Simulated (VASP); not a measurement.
Input of a VASP 6.6.1 run:

The input INCAR:

```
SYSTEM = ZnO4
PREC = Accurate ; ENCUT = 520
EDIFF = 1E-6 ; ISMEAR = 0
SIGMA = 0.1 ; LREAL = .False.
LASPH = .True. ; NELM = 80
ALGO = Normal ; ISIF = 2
LWAVE = .False. ; LCHARG = .False.
GGA = PE ; NBANDS = 26
```

Contents of KPOINTS:

```
regular mesh
0
Gamma
  4 4 6
  0 0 0
```

File POSCAR:

```
ZnO4
1.0
    2.9019555300     -3.0472547200      0.0000000000
    2.9019555300      3.0472547200      0.0000000000
    0.0000000000      0.0000000000      2.6058674900
Zn O
1 4
Direct
    0.0000000000      0.0000000000      0.0000000000
    0.8105999900      0.1894000100      0.5000000000
    0.1894000100      0.8105999900      0.5000000000
    0.2852000000      0.2852000000      0.0000000000
    0.7148000000      0.7148000000      0.0000000000
```

Potentials or basis: VASP PAW PBE potentials, release 64 (Zn, O).

The run is started by

```sh
$ cat potpaw_PBE.64/Zn/POTCAR potpaw_PBE.64/O/POTCAR > POTCAR
$ mpirun -np 1 vasp_std > vasp.out
```

(1) Predict the band gap on the k mesh.

(2) Predict the largest force.

(3) What does it give for the pressure?

## Answers

(1) zero (band 18 reaches 1.28 eV, above the bottom of band 19 at 0.48 eV).

(2) 5.967 eV/Å.

(3) 58.0 GPa.

Caveat: the k points lie up to 0.40 Å⁻¹ apart; forces of over 1 eV/Å act on the atoms, so gaps and moduli don't describe the material at rest.
